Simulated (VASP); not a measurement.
# Cu9H in VASP: notebook

The runs below take Cu9H through single point, with PBE.

All numbers are computed with VASP 6.6.1; they aren't measurements. Logs are shortened: lines on timing, memory, paths and dates and some standing lists are left out, and cuts for length are marked.

### Step 1. The cell of the first run

The cell holds a slab with vacuum, 20 atoms: a = 10.830 Å, b = 5.105 Å, c = 15.553 Å, α = 90.00°, β = 90.00°, γ = 90.00°.

### Step 2. Single point, PBE

The input, INCAR:

```
  PREC = Accurate
  ENCUT = 520
  EDIFF = 1E-6
  ISMEAR = -1
  SIGMA = 0.05
  LREAL = Auto
  LASPH = True
  NELM = 100
  ALGO = Normal
  ISIF = 2
  LWAVE = False
  LCHARG = True
  GGA = PE
  LELF = True
  LVHAR = True
  NBANDS = 116
```

The input, KPOINTS:

```
regular mesh
0
Gamma
  1 2 1
```

The input, POSCAR:

```
Cu9H
1.0
   10.8300000000      0.0000000000      0.0000000000
    0.0000000000      5.1053110000      0.0000000000
    0.0000000000      0.0000000000     15.5526550000
Cu H
18 2
Direct
    0.0000000000      0.0000000000      0.0642977035
    0.3333333333      0.0000000000      0.0642977035
    0.6666666667      0.0000000000      0.0642977035
    0.0000000000      0.5000087164      0.0642977035
    0.3333333333      0.5000087164      0.0642977035
    0.6666666667      0.5000087164      0.0642977035
    0.1665373961      0.2500533268      0.1460265144
    0.5000646353      0.2504646632      0.1460522335
    0.8333333333      0.2502100264      0.1462386969
    0.1668605725      0.7499249311      0.1461936885
    0.4999815328      0.7496115320      0.1460393740
    0.8333979686      0.7498074064      0.1462837053
    0.0000000000      0.0000391749      0.2265400988
    0.3326408126     -0.0017432826      0.2245082913
    0.6667774700     -0.0000783498      0.2265015202
   -0.0000554017      0.4999695415      0.2266108263
    0.3334903047      0.5005963398      0.2264050736
    0.6667220683      0.5000674787      0.2265786774
    0.3332686981     -0.1350554354      0.3355439955
    0.3994552170      0.2951436259      0.2929403372
```

Potentials or basis: VASP PAW PBE potentials, release 64 (Cu, H).

Run with:

```
$ cat potpaw_PBE.64/Cu/POTCAR potpaw_PBE.64/H/POTCAR > POTCAR
$ mpirun -np 1 vasp_std > vasp.out
```

OUTCAR:

```text
PREC = Accurate
   ENCUT = 520
   EDIFF = 1E-6
   ISMEAR = -1
   LREAL = Auto
   LASPH = True
   NELM = 100
   ISIF = 2
   GGA = PE

 ion  position               nearest neighbor table
   1  0.000  0.000  0.064-  13 2.52   7 2.55  12 2.55   9 2.55   4 2.55   4 2.55  10 2.55
   2  0.333  0.000  0.064-  14 2.49  10 2.55  11 2.55   7 2.55   8 2.55   5 2.55   5 2.55
   3  0.667  0.000  0.064-  15 2.52   8 2.55  11 2.55   9 2.55   6 2.55   6 2.55  12 2.55
   4  0.000  0.500  0.064-  16 2.52   7 2.55  12 2.55   9 2.55   1 2.55  10 2.55   1 2.55
   5  0.333  0.500  0.064-  17 2.52  11 2.55   8 2.55  10 2.55   7 2.55   2 2.55   2 2.55
   6  0.667  0.500  0.064-  18 2.52   8 2.55  11 2.55   9 2.55  12 2.55   3 2.55   3 2.55
   7  0.167  0.250  0.146-  14 2.53  13 2.54  16 2.54  17 2.54   4 2.55   1 2.55   5 2.55   2 2.55
                            10 2.55  10 2.55
   8  0.500  0.250  0.146-  14 2.54  17 2.54  18 2.54  15 2.54  11 2.55   6 2.55   5 2.55   3 2.55
                             2 2.55  11 2.56
   9  0.833  0.250  0.146-  16 2.54  18 2.54  15 2.54  13 2.54  12 2.55   6 2.55   4 2.55   3 2.55
                             1 2.55  12 2.55
  10  0.167  0.750  0.146-  14 2.51  17 2.54  13 2.54  16 2.54   5 2.55   2 2.55   7 2.55   4 2.55
                             1 2.55   7 2.55
  11  0.500  0.750  0.146-  14 2.53  17 2.54  18 2.54  15 2.54   8 2.55   5 2.55   6 2.55   2 2.55
                             3 2.55   8 2.56
  12  0.833  0.750  0.146-  16 2.54  15 2.54  18 2.54  13 2.54   9 2.55   4 2.55   6 2.55   1 2.55
                             3 2.55   9 2.55
  13  0.000  0.000  0.227-   1 2.52  12 2.54   9 2.54   7 2.54  10 2.54  16 2.55  16 2.55
  14  0.333  0.998  0.225-   2 2.49  10 2.51   7 2.53  11 2.53   8 2.54  17 2.54  17 2.56
  15  0.667  1.000  0.227-   3 2.52  12 2.54   9 2.54   8 2.54  11 2.54  18 2.55  18 2.55
  16  1.000  0.500  0.227-   4 2.52  12 2.54   9 2.54   7 2.54  10 2.54  13 2.55  13 2.55
  17  0.333  0.501  0.226-  20 1.64   5 2.52  11 2.54  10 2.54   8 2.54  14 2.54   7 2.54  14 2.56

  18  0.667  0.500  0.227-   6 2.52  12 2.54   9 2.54   8 2.54  11 2.54  15 2.55  15 2.55
  19  0.333  0.865  0.336-
  20  0.399  0.295  0.293-  17 1.64

  LATTYP: Found a simple orthorhombic cell.
 ALAT       =     5.1053110000
 B/A-ratio  =     2.1213203270
 C/A-ratio  =     3.0463677923

  Lattice vectors:

 A1 = (   0.0000000000,  -5.1053110000,   0.0000000000)
 A2 = (  10.8300000000,   0.0000000000,   0.0000000000)
 A3 = (   0.0000000000,   0.0000000000,  15.5526550000)

Analysis of symmetry for initial positions (statically):
=====================================================================
 Subroutine PRICEL returns:
 Original cell was already a primitive cell.

 Routine SETGRP: Setting up the symmetry group for a
 simple orthorhombic supercell.

 Subroutine GETGRP returns: Found  1 space group operations
 (whereof  1 operations were pure point group operations)
 out of a pool of  8 trial point group operations.

The static configuration has the point symmetry C_1 .

Analysis of symmetry for dynamics (positions and initial velocities):
=====================================================================
 Subroutine PRICEL returns:
 Original cell was already a primitive cell.

 Routine SETGRP: Setting up the symmetry group for a
 simple orthorhombic supercell.

 Subroutine GETGRP returns: Found  1 space group operations
 (whereof  1 operations were pure point group operations)
 out of a pool of  8 trial point group operations.

The dynamic configuration has the point symmetry C_1 .

 Subroutine INISYM returns: Found  1 space group operations
 (whereof  1 operations are pure point group operations),
 and found     1 'primitive' translations

----------------------------------------------------------------------------------------

                                     Primitive cell

  volume of cell :     859.9144

  direct lattice vectors                    reciprocal lattice vectors
    10.830000000  0.000000000  0.000000000     0.092336103  0.000000000  0.000000000
     0.000000000  5.105311000  0.000000000     0.000000000  0.195874453  0.000000000
     0.000000000  0.000000000 15.552655000     0.000000000  0.000000000  0.064297704

  length of vectors
    10.830000000  5.105311000 15.552655000     0.092336103  0.195874453  0.064297704

  position of ions in fractional coordinates (direct lattice)
     0.000000000  0.000000000  0.064297704
     0.333333333  0.000000000  0.064297704
     0.666666667  0.000000000  0.064297704
     0.000000000  0.500008716  0.064297704
     0.333333333  0.500008716  0.064297704
     0.666666667  0.500008716  0.064297704
[... 12 lines left out ...]
     0.333268698  0.864944565  0.335543995
     0.399455217  0.295143626  0.292940337

  ion indices of the primitive-cell ions
   primitive index   ion index
                 1           1
                 2           2
                 3           3
[... 51 lines left out ...]
   LSORBIT =      F    spin-orbit coupling
   LASPH  =      T    aspherical Exc in radial PAW
   ENCUT  =  520.0 eV  38.22 Ry    6.18 a.u.  20.14  9.49 28.92*2*pi/ulx,y,z
   NELM   =    100;   NELMIN=  2; NELMDL= -5     # of ELM steps
   EDIFF  = 0.1E-05   stopping-criterion for ELM
   LREAL  =      T    real-space projection
   EDIFFG = 0.1E-04   stopping-criterion for IOM
   NSW    =      0    number of steps for IOM
   IBRION =     -1    ionic relax: 0-MD 1-quasi-New 2-CG
   NFREE  =      0    steps in history (QN), initial steepest desc. (CG)
   ISIF   =      2    stress and relaxation
   ISYM   =      2    0-nonsym 1-usesym 2-fastsym
   POTIM  = 0.5000    time-step for ionic-motion
   TEBEG  =    0.0;   TEEND  =   0.0 temperature during run
   PSTRESS=    0.0 pullay stress
   NELECT =     200.0000    total number of electrons
   NUPDOWN=      -1.0000    fix difference up-down
   EMIN   =  10.00;   EMAX   =-10.00  energy-range for DOS
   EFERMI =   0.00;   METHOD = LEGACY
   ISMEAR =    -1;   SIGMA  =   0.05  broadening in eV -4-tet -1-fermi 0-gaus
   EFERMI_NEDOS =   21; number of points for ismear=-14 and -15
   IALGO  =     38    algorithm
   IMIX   =      4    mixing-type and parameters
     AMIX     =   0.40;   BMIX     =  1.00
     AMIX_MAG =   1.60;   BMIX_MAG =  1.00
  volume/ion in A,a.u.               =      43.00       290.15
  Fermi-wavevector in a.u.,A,eV,Ry     =   1.006777  1.902532 13.790852  1.013599
  Thomas-Fermi vector in A             =   2.139540
   LORBIT       =      0    0 simple, 1 ext, 2 COOP (PROOUT), +10 PAW based schemes
   GGA     = PE    functional components
   LHFCALC =     F    Hartree Fock is set to
   AEXX    =    0.0000 exact exchange contribution
   IVDW    =     0    specifies the selected vdW correction
   LEPSILON=     F    determine dielectric tensor
   LRPA    =     F    only Hartree local field effects (RPA)
 non-spin polarized calculation
  energy-cutoff  :      520.00
  volume of cell :      859.91
 maximum number of plane-waves:     23191
 NGX is ok and might be reduce to    84
   NGX = 41   NGY = 19   NGZ = 57

 number of electron     199.9999729 magnetization

 Free energy of the ion-electron system (eV)
  ---------------------------------------------------
  ext. energy  EPLUGINS =         0.00000000
  ---------------------------------------------------
  free energy    TOTEN  =       -61.46106652 eV

  energy without entropy =      -61.40788424  energy(sigma->0) =      -61.43447538

 E-fermi :  -1.4927     XC(G=0):  -4.5417

 val. band max:       -1.5760298416   @ k =   0.0000   0.0000   0.0000
 cond. band min:      -1.4043060127   @ k =   0.0000   0.0000   0.0000
 fundamental gap:      0.1717238289
 Fermi energy:        -1.4927248375

 k-point     1 :       0.0000    0.0000    0.0000
  band No.  band energies     occupation
      1      -9.3511      2.00000
      2      -8.2036      2.00000
      3      -8.1280      2.00000
      4      -6.5487      2.00000
      5      -6.1672      2.00000
      6      -6.1032      2.00000
[... 104 lines left out ...]
    111       1.1374      0.00000
    112       2.0544      0.00000

 k-point     2 :       0.0000    0.5000    0.0000
  band No.  band energies     occupation
      1      -7.9932      2.00000
      2      -7.9206      2.00000
      3      -7.0709      2.00000
      4      -6.9227      2.00000
      5      -6.9110      2.00000
      6      -6.8854      2.00000
[... 104 lines left out ...]
    111       2.0055      0.00000
    112       2.0085      0.00000
 [bands above 112 left out]

------------------------ aborting loop because EDIFF is reached ----------------------------------------

  FORCE on cell =-STRESS in cart. coord.  units (eV):
  Direction    XX          YY          ZZ          XY          YZ          ZX
  --------------------------------------------------------------------------------------
  -------------------------------------------------------------------------------------
  Total       -7.4237341    -17.7808386     -3.9043353     -0.1548572     -0.6464280     -0.2487102
  in kB      -13.8317711    -33.1289464     -7.2744889     -0.2885272     -1.2044133     -0.4633925
  external PRESSURE =     -18.0784021 kB  Pullay stress =       0.0000000 kB

 VOLUME and BASIS-vectors are now :
 -----------------------------------------------------------------------------
  energy-cutoff  :      520.00
  volume of cell :      859.91
      direct lattice vectors                 reciprocal lattice vectors
    10.830000000  0.000000000  0.000000000     0.092336103  0.000000000  0.000000000
     0.000000000  5.105311000  0.000000000     0.000000000  0.195874453  0.000000000
     0.000000000  0.000000000 15.552655000     0.000000000  0.000000000  0.064297704

 POSITION                                       TOTAL-FORCE (eV/Angst)
 -----------------------------------------------------------------------------------
      0.00000      0.00000      1.00000        -0.213247      0.000837      0.009793
      3.61000      0.00000      1.00000         0.013633      0.021428      0.218143
      7.22000      0.00000      1.00000         0.119536      0.040026      0.072966
      0.00000      2.55270      1.00000        -0.188786     -0.005026     -0.006706
      3.61000      2.55270      1.00000        -0.013385      0.002284      0.196388
      7.22000      2.55270      1.00000         0.134219     -0.036003      0.060112
[... 12 lines left out ...]
      3.60930      4.41581      5.21860        -0.023452     -0.148474     -1.716526
      4.32610      1.50680      4.55600        -0.483717     -0.329781     -0.675356
 -----------------------------------------------------------------------------------
    total drift:                               -0.000615     -0.000980      0.012498

  FREE ENERGIE OF THE ION-ELECTRON SYSTEM (eV)
  ---------------------------------------------------
  free  energy   TOTEN  =       -61.4610665196 eV

  energy  without entropy=      -61.4078842448  energy(sigma->0) =      -61.43447538
```

Wall time 5.6 min (1 thread of Intel Xeon 6975P-C (Granite Rapids), shared host); peak memory 0.81 GiB.

Results:

| Property | Result |
| --- | --- |
| Free energy | -61.4611 eV |
| Largest force | 2.182 eV/Å |
| Band gap on the k mesh | 0.17 eV |

Forces in eV/Å, atoms in the order of the input:
```
Cu  -0.213  0.001  0.010
Cu   0.014  0.021  0.218
Cu   0.120  0.040  0.073
Cu  -0.189 -0.005 -0.007
Cu  -0.013  0.002  0.196
Cu   0.134 -0.036  0.060
Cu  -0.024  0.042 -0.261
Cu  -0.056 -0.012 -0.140
Cu  -0.026  0.007 -0.094
Cu   0.059 -0.033 -0.163
Cu   0.018 -0.015 -0.288
Cu   0.088  0.004 -0.135
Cu  -0.072  0.016  0.000
Cu   0.308  0.158  2.154
Cu   0.118 -0.016 -0.049
Cu  -0.067 -0.026 -0.007
Cu   0.183  0.314  0.856
Cu   0.126  0.015 -0.031
H   -0.023 -0.148 -1.717
H   -0.484 -0.330 -0.675
```

Caveat: the k points lie up to 0.62 Å⁻¹ apart; there is no dipole correction, which matters where the two faces differ.

### Step 3. Single point, PBE

The input, INCAR:

```
SYSTEM = Cu9H
PREC     = Accurate       ! precision mode
ENCUT    = 520            ! plane-wave cutoff, eV
EDIFF    = 1E-6           ! SCF threshold, eV
ISMEAR   = -1             ! smearing method
SIGMA    = 0.05           ! smearing width, eV
LREAL    = Auto         
LASPH    = .TRUE.         ! aspherical terms in the spheres
NELM     = 80             ! most SCF steps
ALGO     = Normal         ! electronic algorithm
ISIF     = 2              ! what is computed and relaxed
LWAVE    = .FALSE.        ! write WAVECAR
LCHARG   = .TRUE.         ! write CHGCAR
GGA      = PE             ! functional
LELF     = .TRUE.         ! ELF
LVHAR    = .TRUE.       
NBANDS   = 116            ! bands
```

The input, KPOINTS:

```
regular mesh
0
G
  1 2 1
  0 0 0
```

The input, POSCAR:

```
Cu9H
1.0
   10.8300000000      0.0000000000      0.0000000000
    0.0000000000      5.1053110000      0.0000000000
    0.0000000000      0.0000000000     15.5526550000
Cu H
18 2
Direct
    0.0000000000      0.0000000000      0.0642977035
    0.3333333333      0.0000000000      0.0642977035
    0.6666666667      0.0000000000      0.0642977035
    0.0000000000      0.5000087164      0.0642977035
    0.3333333333      0.5000087164      0.0642977035
    0.6666666667      0.5000087164      0.0642977035
    0.1660941828      0.2518945467      0.1429466544
    0.4997414589      0.2504059008      0.1438532521
    0.8332963989      0.2504059008      0.1447727092
    0.1665466297      0.7484754602      0.1438918307
    0.5016528163      0.7496702943      0.1419371805
    0.8343674977      0.7499249311      0.1445862459
   -0.0008956602      0.0008814350      0.2234859579
    0.3311911357      0.0042896505      0.2209719177
    0.6685964912     -0.0008226727      0.2227529640
   -0.0009510619      0.4989118195      0.2236981403
    0.3330378578      0.4979128598      0.2251512684
    0.6685226223      0.5007726268      0.2233895113
    0.3395198523     -0.2991002899      0.2809809643
    0.4479686057      0.1863941296      0.2389624151
```

Potentials or basis: VASP PAW PBE potentials, release 64 (Cu, H).

Run with:

```
$ cat potpaw_PBE.64/Cu/POTCAR potpaw_PBE.64/H/POTCAR > POTCAR
$ mpirun -np 1 vasp_std > vasp.out
```

Run time: 5.7 min. Hardware: 1 thread of Intel Xeon 6975P-C (Granite Rapids), shared host; peak memory 0.81 GiB.

The run converged. Its results:

- Free energy: -61.9406 eV
- Largest force: 3.624 eV/Å
- Band gap on the k mesh: 0.09 eV

Forces on the atoms (eV/Å):
```
Cu  -0.234  0.084 -0.233
Cu  -0.041 -0.048 -0.142
Cu   0.208  0.017 -0.073
Cu  -0.284 -0.050 -0.211
Cu   0.012  0.066  0.029
Cu   0.145  0.007 -0.008
Cu  -0.065 -0.143 -0.076
Cu   0.231  0.046 -0.465
Cu   0.056 -0.040 -0.180
Cu  -0.142  0.054 -0.091
Cu   0.056 -0.053 -0.193
Cu  -0.026 -0.018 -0.161
Cu   0.028  0.046  0.137
Cu  -0.319 -0.901  0.422
Cu   0.135  0.004  0.107
Cu  -0.023 -0.003  0.151
Cu  -0.074 -2.491 -1.892
Cu   0.169  0.051  0.068
H    0.225  2.951  2.092
H   -0.057  0.422  0.720
```

Levels at points of the mesh, in eV from the valence-band top:
```csv
k point,band 98,band 99,band 100,band 101,band 102,band 103
"(0.00, 0.00, 0.00)",-0.79,-0.69,0.00,0.09,0.38,0.46
"(0.00, 0.50, 0.00)",-1.30,-0.33,-0.26,0.15,0.20,0.57
```

Caveat: the k points lie up to 0.62 Å⁻¹ apart; there is no dipole correction, which matters where the two faces differ.

### Step 4. Single point, PBE

The input, INCAR:

```
PREC = Accurate ; ENCUT = 520
EDIFF = 1E-7 ; ISMEAR = -1
SIGMA = 0.05 ; LREAL = Auto
LASPH = T ; NELM = 100
ALGO = Normal ; ISIF = 2
LWAVE = F ; LCHARG = F
GGA = PE ; NBANDS = 116
```

The input, KPOINTS:

```
regular mesh
0
Gamma
  1 2 1
```

The input, POSCAR:

```
Cu9H
1.0
   10.8300000000      0.0000000000      0.0000000000
    0.0000000000      5.1053110000      0.0000000000
    0.0000000000      0.0000000000     15.5526550000
Cu H
18 2
Direct
    0.0000000000      0.0000000000      0.0642977035
    0.3333333333      0.0000000000      0.0642977035
    0.6666666667      0.0000000000      0.0642977035
    0.0000000000      0.5000087164      0.0642977035
    0.3333333333      0.5000087164      0.0642977035
    0.6666666667      0.5000087164      0.0642977035
    0.1654293629      0.2526780445      0.1388187419
    0.5026777470      0.2471347975      0.1385486915
    0.8342289935      0.2507976497      0.1411591783
    0.1641828255      0.7475156753      0.1403425975
    0.5037765466      0.7507084289      0.1349673094
    0.8350692521      0.7494744199      0.1407926814
   -0.0016805171      0.0031144038      0.2221485656
    0.3264635272      0.0066009691      0.2232351968
    0.6715512465     -0.0011164844      0.2204318169
   -0.0019390582      0.4967180256      0.2226886663
    0.3335087719      0.4922129132      0.2281282521
    0.6713296399      0.5013994250      0.2212805466
    0.3309048938     -0.3632099984      0.3360969558
    0.5171837488      0.4648492521      0.2472696784
```

Run with:

```
$ cat potpaw_PBE.64/Cu/POTCAR potpaw_PBE.64/H/POTCAR > POTCAR
$ mpirun -np 1 vasp_std > vasp.out
```

Run time: 6.1 min. Hardware: 1 thread of Intel Xeon 6975P-C (Granite Rapids), shared host; peak memory 0.81 GiB.

Results (log left out):

```
Free energy            : -61.3738 eV
Largest force          : 1.635 eV/Å
Band gap on the k mesh : 0.05 eV
```

Forces in eV/Å, atoms in the order of the input:
```
Cu  -0.012 -0.013 -0.361
Cu   0.024 -0.044  0.056
Cu   0.237  0.030 -0.295
Cu  -0.079  0.012 -0.488
Cu  -0.027  0.068  0.080
Cu   0.329  0.001 -0.466
Cu   0.178  0.034  0.189
Cu  -0.347  0.146  0.548
Cu   0.007  0.144 -0.043
Cu   0.087 -0.034  0.035
Cu  -0.282 -0.138  0.328
Cu  -0.038 -0.166  0.044
Cu   0.046 -0.082  0.114
Cu   0.035 -0.672  0.376
Cu  -0.017  0.004  0.218
Cu  -0.010  0.092  0.205
Cu   0.252  0.833  1.311
Cu  -0.398  0.009  0.235
H   -0.067 -0.114 -1.630
H    0.081 -0.110 -0.456
```

Levels at points of the mesh, in eV from the valence-band top:
```csv
k point,band 96,band 97,band 98,band 99,band 100,band 101,band 102,band 103,band 104,band 105
"(0.00, 0.00, 0.00)",-1.46,-0.88,-0.73,-0.36,0.00,0.05,0.34,0.46,0.58,0.76
"(0.00, 0.50, 0.00)",-1.69,-1.40,-1.04,-0.52,-0.26,0.25,0.27,0.54,0.75,0.76
```

Caveat: the k points lie up to 0.62 Å⁻¹ apart; there is no dipole correction, which matters where the two faces differ.

### Step 5. Summary

| cell | gap on the mesh (eV) | largest force (eV/Å) |
| --- | --- | --- |
| as given, atomic positions A | 0.17 | 2.18 |
| as given, atomic positions B | 0.09 | 3.62 |
| as given, atomic positions C | 0.05 | 1.64 |

Alike in all rows: task single point; level PBE; potentials or basis VASP PAW PBE potentials, release 64 (Cu, H); no spin polarisation; k mesh 1 × 2 × 1; cutoff (eV) 520; smearing fermi-dirac 0.05 eV.

Caveats: all runs use coarse meshes; there is no dipole correction, which matters where the two faces differ.

Total energies depend on the potentials used, so only differences within one code and one set of settings carry meaning.
